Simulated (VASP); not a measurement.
Wanted: the native input for a VASP 6.6.1 run.

```
Task                   : single point
Functional             : r2SCAN
Potentials or basis    : VASP PAW PBE potentials, release 64 (Ga_d, O)
Cutoff                 : 520 eV
k mesh                 : 6 × 6 × 6
Occupations            : gaussian, width 0.01 eV
Spin                   : no spin polarisation
Dipole correction      : no
Further INCAR settings : ALGO = Normal; EDIFF = 1e-06; NBANDS = 55
```

Ga2O3:

```xyz
10
Lattice="2.4424 1.4101 4.3910 -2.4424 1.4101 4.3910 0.0000 -2.8203 4.3910" Properties=species:S:1:pos:R:3 pbc="T T T"
Ga    0.0000    0.0000   11.2679
Ga    0.0000    0.0000    4.6814
Ga    0.0000    0.0000    1.9052
Ga    0.0000    0.0000    8.4917
O     0.9589   -1.4101    5.4888
O    -1.7007   -0.1254    5.4888
O    -0.9589    1.4101    7.6843
O    -0.7418   -1.5355    7.6843
O     1.7007    0.1254    7.6843
O     0.7418    1.5355    5.4888
```

This cell differs from its parent crystal: strain -2.0%.

These files were run (other wordings do the same):

POSCAR

```
Ga2O3
1.0
    2.4424145492      1.4101286974      4.3910311394
   -2.4424145492      1.4101286974      4.3910311394
    0.0000000000     -2.8202573949      4.3910311394
Ga O
4 6
Direct
    0.8553745944      0.8553745944      0.8553745944
    0.3553745944      0.3553745944      0.3553745944
    0.1446254056      0.1446254056      0.1446254056
    0.6446254056      0.6446254056      0.6446254056
    0.4463011537      0.0536988463      0.7500000000
    0.0536988463      0.7500000000      0.4463011537
    0.5536988463      0.9463011537      0.2500000000
    0.2500000000      0.5536988463      0.9463011537
    0.9463011537      0.2500000000      0.5536988463
    0.7500000000      0.4463011537      0.0536988463
```

INCAR.step1

```
PREC = Accurate
ENCUT = 520
ISMEAR = 0
SIGMA = 0.01
LREAL = F
LASPH = T
NELM = 80
NBANDS = 55
GGA = PE
ALGO = Normal
EDIFF = 1E-4
LWAVE = T
LCHARG = F
```

INCAR.step2

```
PREC = Accurate
ENCUT = 520
EDIFF = 1E-6
ISMEAR = 0
SIGMA = 0.01
LREAL = F
LASPH = T
NELM = 80
ALGO = Normal
ISIF = 2
LWAVE = F
LCHARG = F
METAGGA = R2SCAN
LMIXTAU = T
NBANDS = 55
ISTART = 1
```

KPOINTS

```
regular mesh
0
Gamma
  6 6 6
```

Potentials or basis: VASP PAW PBE potentials, release 64 (Ga_d, O).

Launch:

```sh
$ cat potpaw_PBE.64/Ga_d/POTCAR potpaw_PBE.64/O/POTCAR > POTCAR
$ cp INCAR.step1 INCAR
$ mpirun -np 1 vasp_std > vasp.out
$ cp INCAR.step2 INCAR
$ mpirun -np 1 vasp_std > vasp.out
```

It gave:

```
Pressure               : 18.8 GPa
Largest force          : 0.053 eV/Å
Band gap on the k mesh : 4.24 eV (least direct gap 4.53 eV)
```

Caveat: the cell differs from its parent crystal (strain -2.0%); the cell stands under pressure; the PAW data sets were made with another functional, which shifts forces and pressure a little.

Run time: 7.2 min on 1 thread of Intel(R) Xeon(R) Platinum 8559C (Emerald Rapids), on a shared host, peak memory 0.32 GiB.
